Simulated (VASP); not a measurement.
# Hf (P6_3/mmc) in VASP: notebook

Hf is run at these levels: PBE; tasks: single point.

Program: VASP 6.6.1. These are calculated values, not measurements. Logs are shortened: lines on timing, memory, paths and dates and some standing lists are left out, and cuts for length are marked.

**1. The cell of the first run**

Symmetry: P6_3/mmc, No. 194, hexagonal system. Conventional cell: a = 2.957 Å, b = 2.957 Å, c = 5.058 Å, α = 90.00°, β = 90.00°, γ = 120.00°. Hf (site symmetry -6m2) has 12 Hf at 2.96 to 3.05 Å within 3.9 Å.

**2. Single point, PBE (strain -0.0750 x Voigt [1, 1, 0, 0, 0, 0])**

Input file INCAR:

```
SYSTEM = Hf
  ALGO = Fast
  EDIFF = 1E-6
  ENCUT = 520
  GGA = PE
  ISIF = 2
  ISMEAR = 0
  LASPH = .TRUE.
  LCHARG = .TRUE.
  LELF = .TRUE.
  LREAL = .FALSE.
  LVHAR = .TRUE.
  LWAVE = .FALSE.
  NBANDS = 17
  NELM = 80
  PREC = Accurate
  SIGMA = 0.15
```

Input file KPOINTS:

```
k-points
0
G
  18 18 10
  0 0 0
```

Input file POSCAR:

```
Hf
1.0
    2.9569461349      0.0000000000      0.0000000000
   -1.4784730674      2.5607904704      0.0000000000
    0.0000000000      0.0000000000      5.0578000000
Hf
2
Direct
    0.3333333333      0.6666666667      0.2500000000
    0.6666666667      0.3333333333      0.7500000000
```

Potentials or basis: VASP PAW PBE potentials, release 64 (Hf_pv).

Run with:

```console
cat potpaw_PBE.64/Hf_pv/POTCAR > POTCAR
mpirun -np 1 vasp_std > vasp.out
```

OUTCAR:

```text
SYSTEM = Hf
   EDIFF = 1E-6
   ENCUT = 520
   GGA = PE
   ISIF = 2
   ISMEAR = 0
   LASPH = .TRUE.
   LREAL = .FALSE.
   NELM = 80
   PREC = Accurate

 ion  position               nearest neighbor table
   1  0.333  0.667  0.250-   2 3.05   2 3.05   2 3.05   2 3.05   2 3.05   2 3.05
   2  0.667  0.333  0.750-   1 3.05   1 3.05   1 3.05   1 3.05   1 3.05   1 3.05

  LATTYP: Found a hexagonal cell.
 ALAT       =     2.9569461349
 C/A-ratio  =     1.7104809385

  Lattice vectors:

 A1 = (   2.9569461349,   0.0000000000,   0.0000000000)
 A2 = (  -1.4784730674,   2.5607904704,   0.0000000000)
 A3 = (   0.0000000000,   0.0000000000,   5.0578000000)

Analysis of symmetry for initial positions (statically):
=====================================================================
 Subroutine PRICEL returns:
 Original cell was already a primitive cell.

 Routine SETGRP: Setting up the symmetry group for a
 hexagonal supercell.

 Subroutine GETGRP returns: Found 24 space group operations
 (whereof 12 operations were pure point group operations)
 out of a pool of 24 trial point group operations.

The static configuration has the point symmetry D_3d.
 The point group associated with its full space group is D_6h.

Analysis of symmetry for dynamics (positions and initial velocities):
=====================================================================
 Subroutine PRICEL returns:
 Original cell was already a primitive cell.

 Routine SETGRP: Setting up the symmetry group for a
 hexagonal supercell.

 Subroutine GETGRP returns: Found 24 space group operations
 (whereof 12 operations were pure point group operations)
 out of a pool of 24 trial point group operations.

The dynamic configuration has the point symmetry D_3d.
 The point group associated with its full space group is D_6h.

 Subroutine INISYM returns: Found 24 space group operations
 (whereof 12 operations are pure point group operations),
 and found     1 'primitive' translations

----------------------------------------------------------------------------------------

                                     Primitive cell

  volume of cell :      38.2983

  direct lattice vectors                    reciprocal lattice vectors
     2.956946135  0.000000000  0.000000000     0.338186749  0.195252211  0.000000000
    -1.478473067  2.560790470  0.000000000     0.000000000  0.390504421  0.000000000
     0.000000000  0.000000000  5.057800000     0.000000000  0.000000000  0.197714421

  length of vectors
     2.956946135  2.956946135  5.057800000     0.390504421  0.390504421  0.197714421

  position of ions in fractional coordinates (direct lattice)
     0.333333333  0.666666667  0.250000000
     0.666666667  0.333333333  0.750000000

  ion indices of the primitive-cell ions
   primitive index   ion index
                 1           1
                 2           2

----------------------------------------------------------------------------------------

 KPOINTS: k-points

Automatic generation of k-mesh.
 Grid dimensions read from file:
 generate k-points for:   18   18   10

 Generating k-lattice:

  Cartesian coordinates                     Fractional coordinates (reciprocal lattice)
     0.018788153  0.010847345  0.000000000     0.055555556  0.000000000  0.000000000
     0.000000000  0.021694690  0.000000000     0.000000000  0.055555556  0.000000000
     0.000000000  0.000000000  0.019771442     0.000000000  0.000000000  0.100000000

  Length of vectors
     0.021694690  0.021694690  0.019771442

  Shift w.r.t. Gamma in fractional coordinates (k-lattice)
     0.000000000  0.000000000  0.000000000

 Subroutine IBZKPT returns following result:
 ===========================================

 Found    222 irreducible k-points:

 Following reciprocal coordinates:
            Coordinates               Weight
  0.000000  0.000000  0.000000      1.000000
  0.055556 -0.000000  0.000000      6.000000
  0.111111 -0.000000  0.000000      6.000000
  0.166667 -0.000000  0.000000      6.000000
  0.222222 -0.000000  0.000000      6.000000
  0.277778  0.000000  0.000000      6.000000
[... 16 lines left out ...]
  0.333333  0.111111  0.000000     12.000000
  0.388889  0.111111  0.000000     12.000000
 [... further k-points ...]
   k-points           NKPTS =    222   k-points in BZ     NKDIM =    222   number of bands    NBANDS=     17
   number of dos      NEDOS =    301   number of ions     NIONS =      2
   total plane-waves  NPLWV =  23040
   dimension x,y,z NGX =    24 NGY =   24 NGZ =   40
   dimension x,y,z NGXF=    48 NGYF=   48 NGZF=   80
   ions per type =               2
   NGX,Y,Z   is equivalent  to a cutoff of  13.49, 13.49, 13.15 a.u.
   NGXF,Y,Z  is equivalent  to a cutoff of  26.99, 26.99, 26.30 a.u.
 SYSTEM =  Hf
   PREC   = accura    normal or accurate (medium, high low for compatibility)
   ISTART =      0    job   : 0-new  1-cont  2-samecut
   ICHARG =      2    charge: 1-file 2-atom 10-const
   ISPIN  =      1    spin polarized calculation?
   LNONCOLLINEAR =      F non collinear calculations
   LSORBIT =      F    spin-orbit coupling
   LASPH  =      T    aspherical Exc in radial PAW
   ENCUT  =  520.0 eV  38.22 Ry    6.18 a.u.   5.50  5.50  9.40*2*pi/ulx,y,z
   NELM   =     80;   NELMIN=  2; NELMDL= -5     # of ELM steps
   EDIFF  = 0.1E-05   stopping-criterion for ELM
   LREAL  =      F    real-space projection
[... 7 lines left out ...]
   TEBEG  =    0.0;   TEEND  =   0.0 temperature during run
   PSTRESS=    0.0 pullay stress
   NELECT =      20.0000    total number of electrons
   NUPDOWN=      -1.0000    fix difference up-down
   EMIN   =  10.00;   EMAX   =-10.00  energy-range for DOS
   EFERMI =   0.00;   METHOD = LEGACY
   ISMEAR =     0;   SIGMA  =   0.15  broadening in eV -4-tet -1-fermi 0-gaus
   EFERMI_NEDOS =   21; number of points for ismear=-14 and -15
   IALGO  =     68    algorithm
   IMIX   =      4    mixing-type and parameters
     AMIX     =   0.40;   BMIX     =  1.00
     AMIX_MAG =   1.60;   BMIX_MAG =  1.00
  volume/ion in A,a.u.               =      19.15       129.22
  Fermi-wavevector in a.u.,A,eV,Ry     =   1.318333  2.491288 23.646952  1.738002
  Thomas-Fermi vector in A             =   2.448310
   LORBIT       =      0    0 simple, 1 ext, 2 COOP (PROOUT), +10 PAW based schemes
   GGA     = PE    functional components
   LHFCALC =     F    Hartree Fock is set to
   AEXX    =    0.0000 exact exchange contribution
   IVDW    =     0    specifies the selected vdW correction
   LEPSILON=     F    determine dielectric tensor
   LRPA    =     F    only Hartree local field effects (RPA)
 non-spin polarized calculation
 RMM-DIIS sequential band-by-band and
 Gauss-broadening in eV      SIGMA  =   0.15
  energy-cutoff  :      520.00
  volume of cell :       38.30
 maximum number of plane-waves:      1062
 NGX is ok and might be reduce to    24
   NGX = 11   NGY = 11   NGZ = 19

 number of electron      19.9999998 magnetization

 Free energy of the ion-electron system (eV)
  ---------------------------------------------------
  ext. energy  EPLUGINS =         0.00000000
  ---------------------------------------------------
  free energy    TOTEN  =       -19.38080812 eV

  energy without entropy =      -19.36212008  energy(sigma->0) =      -19.37146410

 E-fermi :   6.0139     XC(G=0): -12.0099

 val. band max:        6.0076336117   @ k =   0.3333   0.2778   0.3000
 cond. band min:       6.0158015234   @ k =   0.3889   0.2222   0.5000
 fundamental gap:      0.0081679117
 Fermi energy:         6.0138539877

 k-point     1 :       0.0000    0.0000    0.0000
  band No.  band energies     occupation
      1     -24.8614      2.00000
      2     -23.6464      2.00000
      3     -23.6464      2.00000
      4     -23.6429      2.00000
      5     -23.5117      2.00000
      6     -23.5117      2.00000
[... 9 lines left out ...]
     16       9.7744      0.00000
     17      12.4467      0.00000

 k-point     2 :       0.0556   -0.0000    0.0000
  band No.  band energies     occupation
      1     -24.8482      2.00000
      2     -23.6845      2.00000
      3     -23.6573      2.00000
      4     -23.6459      2.00000
      5     -23.5512      2.00000
      6     -23.5177      2.00000
[... 9 lines left out ...]
     16       9.6501      0.00000
     17      12.5784      0.00000

 k-point     3 :       0.1111   -0.0000    0.0000
  band No.  band energies     occupation
      1     -24.8093      2.00000
      2     -23.7936      2.00000
      3     -23.6880      2.00000
      4     -23.6630      2.00000
      5     -23.6552      2.00000
      6     -23.5355      2.00000
[... 9 lines left out ...]
     16       9.3363      0.00000
     17      12.7533      0.00000

 k-point     4 :       0.1667   -0.0000    0.0000
  band No.  band energies     occupation
      1     -24.7474      2.00000
      2     -23.9593      2.00000
      3     -23.8286      2.00000
      4     -23.7339      2.00000
      5     -23.6717      2.00000
      6     -23.5637      2.00000
[... 9 lines left out ...]
     16       9.2024      0.00000
     17      12.9423      0.00000

 k-point     5 :       0.2222   -0.0000    0.0000
  band No.  band energies     occupation
      1     -24.6666      2.00000
      2     -24.1599      2.00000
      3     -24.0233      2.00000
      4     -23.7884      2.00000
      5     -23.6965      2.00000
      6     -23.5991      2.00000
[... 9 lines left out ...]
     16       9.9380      0.00000
     17      13.1150      0.00000

 k-point     6 :       0.2778    0.0000    0.0000
  band No.  band energies     occupation
      1     -24.5726      2.00000
      2     -24.3697      2.00000
      3     -24.2219      2.00000
      4     -23.8448      2.00000
      5     -23.7303      2.00000
      6     -23.6375      2.00000
[... 9 lines left out ...]
     16      10.8290      0.00000
     17      13.2297      0.00000

 k-point     7 :       0.3333    0.0000    0.0000
  band No.  band energies     occupation
      1     -24.5629      2.00000
      2     -24.4730      2.00000
      3     -24.4016      2.00000
      4     -23.8966      2.00000
      5     -23.7730      2.00000
      6     -23.6740      2.00000
[... 9 lines left out ...]
     16      11.8182      0.00000
     17      13.2932      0.00000

 k-point     8 :       0.3889    0.0000    0.0000
  band No.  band energies     occupation
      1     -24.7175      2.00000
      2     -24.5439      2.00000
      3     -24.3780      2.00000
      4     -23.9380      2.00000
      5     -23.8214      2.00000
      6     -23.7040      2.00000
[... 9 lines left out ...]
     16      12.8109      0.00000
     17      13.3218      0.00000
[... 203 lines left out ...]
      1     -24.7118      2.00000
      2     -24.0133      2.00000
      3     -23.9522      2.00000
      4     -23.7359      2.00000
      5     -23.6821      2.00000
      6     -23.6058      2.00000
[... 9 lines left out ...]
     16       9.6564      0.00000
     17      12.7969      0.00000

 k-point    20 :       0.1667    0.1111    0.0000
  band No.  band energies     occupation
      1     -24.6334      2.00000
      2     -24.1807      2.00000
      3     -24.1208      2.00000
      4     -23.8022      2.00000
      5     -23.7076      2.00000
      6     -23.6573      2.00000
[... 9 lines left out ...]
     16      10.4980      0.00000
     17      12.8232      0.00000

 k-point    21 :       0.2222    0.1111    0.0000
  band No.  band energies     occupation
      1     -24.5421      2.00000
      2     -24.3698      2.00000
      3     -24.2768      2.00000
      4     -23.8787      2.00000
      5     -23.7423      2.00000
      6     -23.7085      2.00000
[... 9 lines left out ...]
     16      11.4933      0.00000
     17      12.8425      0.00000

 k-point    22 :       0.2778    0.1111    0.0000
  band No.  band energies     occupation
      1     -24.5459      2.00000
      2     -24.4449      2.00000
      3     -24.4166      2.00000
      4     -23.9514      2.00000
      5     -23.7859      2.00000
      6     -23.7552      2.00000
[... 9 lines left out ...]
     16      12.5822      0.00000
     17      12.8424      0.00000

 k-point    23 :       0.3333    0.1111    0.0000
  band No.  band energies     occupation
      1     -24.6867      2.00000
      2     -24.5284      2.00000
      3     -24.3513      2.00000
      4     -24.0100      2.00000
      5     -23.8357      2.00000
      6     -23.7930      2.00000
[... 9 lines left out ...]
     16      12.8284      0.00000
     17      13.6838      0.00000

 k-point    24 :       0.3889    0.1111    0.0000
  band No.  band energies     occupation
      1     -24.7770      2.00000
      2     -24.6006      2.00000
      3     -24.2762      2.00000
      4     -24.0477      2.00000
      5     -23.8819      2.00000
      6     -23.8176      2.00000
[... 9 lines left out ...]
     16      12.8351      0.00000
     17      14.6288      0.00000

 [... further k-points ...]
[... 5 lines left out ...]
  --------------------------------------------------------------------------------------
  -------------------------------------------------------------------------------------
  Total        6.1391434      6.1391434      3.5202267      0.0000000     -0.0000000     -0.0000000
  in kB      256.8261551    256.8261550    147.2658704      0.0000000     -0.0000000     -0.0000000
  external PRESSURE =     220.3060602 kB  Pullay stress =       0.0000000 kB

 VOLUME and BASIS-vectors are now :
 -----------------------------------------------------------------------------
  energy-cutoff  :      520.00
  volume of cell :       38.30
      direct lattice vectors                 reciprocal lattice vectors
     2.956946135  0.000000000  0.000000000     0.338186749  0.195252211  0.000000000
    -1.478473067  2.560790470  0.000000000     0.000000000  0.390504421  0.000000000
     0.000000000  0.000000000  5.057800000     0.000000000  0.000000000  0.197714421

 POSITION                                       TOTAL-FORCE (eV/Angst)
 -----------------------------------------------------------------------------------
     -0.00000      1.70719      1.26445        -0.000000      0.000000      0.000000
      1.47847      0.85360      3.79335         0.000000     -0.000000      0.000000
 -----------------------------------------------------------------------------------
    total drift:                               -0.000000      0.000000     -0.000000

  FREE ENERGIE OF THE ION-ELECTRON SYSTEM (eV)
  ---------------------------------------------------
  free  energy   TOTEN  =       -19.3808081153 eV

  energy  without entropy=      -19.3621200822  energy(sigma->0) =      -19.37146410
```

Wall time 81 s (1 thread of Intel Xeon 6975P-C, shared host); peak memory 0.25 GiB.

What came out:

- Free energy: -19.3808 eV
- Pressure: 22.0 GPa
- Band gap on the k mesh: zero (band 10 reaches 6.72 eV, above the bottom of band 11 at 5.66 eV)

Caveat: the cell differs from its parent crystal (strain -0.0750 x Voigt [1, 1, 0, 0, 0, 0]); spin-orbit coupling is left out, which moves the levels of the heavy elements.

**3. Single point, PBE (strain -0.0375 x Voigt [1, 1, 0, 0, 0, 0])**

Input file INCAR:

```
PREC     = Accurate       # precision mode
ENCUT    = 520            # plane-wave cutoff, eV
EDIFF    = 1E-6           # SCF threshold, eV
ISMEAR   = 0              # smearing method
SIGMA    = 0.15           # smearing width, eV
LREAL    = F              # projectors in reciprocal space
LASPH    = T              # aspherical terms in the spheres
NELM     = 60             # most SCF steps
ALGO     = Fast           # electronic algorithm
ISIF     = 2              # what is computed and relaxed
LWAVE    = F              # write WAVECAR
LCHARG   = T              # write CHGCAR
GGA      = PE             # functional
LELF     = T              # ELF
LVHAR    = T            
NBANDS   = 17             # bands
```

Input file KPOINTS:

```
Automatic mesh
0
Gamma
  18 18 10
```

Input file POSCAR:

```
Hf
1.0
    3.0768223295      0.0000000000      0.0000000000
   -1.5384111648      2.6646063003      0.0000000000
    0.0000000000      0.0000000000      5.0578000000
Hf
2
Direct
    0.3333333333      0.6666666667      0.2500000000
    0.6666666667      0.3333333333      0.7500000000
```

Potentials or basis: VASP PAW PBE potentials, release 64 (Hf_pv).

Run with:

```console
cat potpaw_PBE.64/Hf_pv/POTCAR > POTCAR
mpirun -np 1 vasp_std > vasp.out
```

It took 92 s on 1 thread of Intel Xeon 6975P-C, shared host; peak memory 0.26 GiB.

Results (log left out):

| Quantity | Value |
| --- | --- |
| Free energy | -19.7425 eV |
| Pressure | 9.8 GPa |
| Band gap on the k mesh | zero (band 10 reaches 6.57 eV, above the bottom of band 11 at 5.08 eV) |

Stress tensor (GPa, compression positive):
```
11.49  0.00  0.00
 0.00 11.49  0.00
 0.00  0.00  6.27
```

Levels at points of the mesh, in eV from the Fermi level:
```
           k point  band 8  band 9  band 10  band 11  band 12  band 13
(0.00, 0.00, 0.00)   -4.02    0.62     1.12     1.30     1.30     2.10
(0.50, 0.00, 0.00)   -3.03   -2.53    -0.49     0.75     1.07     1.62
(0.00, 0.00, 0.50)   -5.62   -0.06    -0.06     1.25     1.25     1.25
(0.50, 0.00, 0.50)   -3.65   -1.24    -1.24     1.51     1.51     3.02
```

Caveat: the cell differs from its parent crystal (strain -0.0375 x Voigt [1, 1, 0, 0, 0, 0]); spin-orbit coupling is left out, which moves the levels of the heavy elements.

**4. Single point, PBE (strain +0.0375 x Voigt [1, 1, 0, 0, 0, 0])**

Input file INCAR:

```
  PREC = Accurate
  ENCUT = 520
  EDIFF = 1E-6
  ISMEAR = 0
  SIGMA = 0.15
  LREAL = F
  LASPH = T
  NELM = 100
  ALGO = Fast
  ISIF = 2
  LWAVE = F
  LCHARG = F
  GGA = PE
  NBANDS = 17
```

KPOINTS is that of step 3.

Input file POSCAR:

```
Hf
1.0
    3.3165747189      0.0000000000      0.0000000000
   -1.6582873594      2.8722379601      0.0000000000
    0.0000000000      0.0000000000      5.0578000000
Hf
2
Direct
    0.3333333333      0.6666666667      0.2500000000
    0.6666666667      0.3333333333      0.7500000000
```

Run with:

```console
cat potpaw_PBE.64/Hf_pv/POTCAR > POTCAR
mpirun -np 1 vasp_std > vasp.out
```

It took 2.6 min on 1 thread of Intel Xeon 6975P-C, shared host; peak memory 0.29 GiB.

The run converged. Its results:

- Free energy: -19.7740 eV
- Pressure: -6.7 GPa
- Band gap on the k mesh: zero (band 10 reaches 5.50 eV, above the bottom of band 11 at 3.95 eV)

Stress tensor (GPa, compression positive):
```
-7.85  0.00  0.00
 0.00 -7.85  0.00
 0.00  0.00 -4.26
```

Levels at points of the mesh, in eV from the Fermi level:
| k point | band 8 | band 9 | band 10 | band 11 | band 12 | band 13 |
| --- | --- | --- | --- | --- | --- | --- |
| (0.00, 0.00, 0.00) | -3.41 | 0.69 | 1.06 | 1.06 | 1.71 | 1.89 |
| (0.50, 0.00, 0.00) | -2.51 | -1.97 | -1.05 | 0.56 | 0.94 | 1.74 |
| (0.00, 0.00, 0.50) | -5.18 | 0.32 | 0.32 | 0.89 | 0.89 | 0.89 |
| (0.50, 0.00, 0.50) | -3.20 | -0.80 | -0.80 | 0.94 | 0.94 | 2.31 |

Caveat: the cell differs from its parent crystal (strain +0.0375 x Voigt [1, 1, 0, 0, 0, 0]); spin-orbit coupling is left out, which moves the levels of the heavy elements.

(Continued in part 2 of 2.)
